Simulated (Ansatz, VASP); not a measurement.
## Two plane-wave programs on La2Hf3O3

INCAR

```
SYSTEM = La2Hf3O3
PREC = Accurate
ENCUT = 600
EDIFF = 1E-6
ISMEAR = 0
SIGMA = 0.1
LREAL = .FALSE.
LASPH = .TRUE.
NELM = 100
ALGO = Normal
ISIF = 3
LWAVE = .FALSE.
LCHARG = .FALSE.
GGA = PE
IBRION = 2
NSW = 90
EDIFFG = -0.04
```

The input KPOINTS:

```
regular mesh
0
G
  4 4 4
  0 0 0
```

POSCAR

```
La2Hf3O3
1.0
   -2.8071610500      2.8071610500      5.1708258900
    2.8071610500     -2.8071610500      5.1708258900
    2.8071610500      2.8071610500     -5.1708258900
La Hf O
2 3 3
Direct
    0.7071790700      0.7071790700      0.0000000000
    0.2928209300      0.2928209300      0.0000000000
    0.7500000000      0.2500000000      0.5000000000
    0.2500000000      0.7500000000      0.5000000000
    0.0000000000      0.0000000000      0.0000000000
    0.5000000000      0.0000000000      0.5000000000
    0.0000000000      0.5000000000      0.5000000000
    0.5000000000      0.5000000000      0.0000000000
```

Input for Ansatz:

```yaml
crystal:
  lattice:
    - [-2.80716105, 2.80716105, 5.17082589]
    - [2.80716105, -2.80716105, 5.17082589]
    - [2.80716105, 2.80716105, -5.17082589]
  atoms:
    - { symbol: La, position: [0.70717907, 0.70717907, 0.0] }
    - { symbol: La, position: [0.29282093, 0.29282093, 0.0] }
    - { symbol: Hf, position: [0.75, 0.25, 0.5] }
    - { symbol: Hf, position: [0.25, 0.75, 0.5] }
    - { symbol: Hf, position: [0.0, 0.0, 0.0] }
    - { symbol: O, position: [0.5, 0.0, 0.5] }
    - { symbol: O, position: [0.0, 0.5, 0.5] }
    - { symbol: O, position: [0.5, 0.5, 0.0] }
basis:
  ecutwfc: 420
kpoints:
  mp_grid: { grid: [4, 4, 4] }
hamiltonian:
  xc: pbe
scf:
  occupations: { method: gaussian, width: 0.1 }
  lower_state_search: "off"
output:
  forces: true
  stress: true
  eigenvalues: true
relax:
  adjacent_minimum: "off"
  f_tol: 0.04
  max_steps: 70
  cell: { stress_tol: 0.4 }
```

Alike in both runs: task relaxation of cell and atoms; functional PBE; k mesh 4 × 4 × 4; occupations gaussian, width 0.1 eV; no spin polarisation.

```csv
,VASP,Ansatz
version,VASP 6.6.1,Ansatz 0.2.0
potentials or method,"VASP PAW PBE potentials, release 64 (La, Hf_pv, O), cutoff 600 eV","scalar-relativistic, plane waves, PAW"
valence electrons in the cell,70,118
```

```csv
,VASP,Ansatz,Ansatz less VASP
"gap on the k mesh at the Fermi level, each at its own relaxed structure (eV)",none,none,-
relaxed volume (Å³/atom),22.00,22.18,+0.182
relaxed length of the cell vector where the two differ most in proportion (Å),6.286,6.301,+0.0148
```

A gap of «none» marks a metal or a gap that the smearing closes. VASP's potentials hold 70 valence electrons a cell and Ansatz's 118, so a difference there can come from the potentials and not from the codes.

The k mesh is coarse, so the values compare programs but aren't converged. Neither program's run includes spin-orbit coupling.
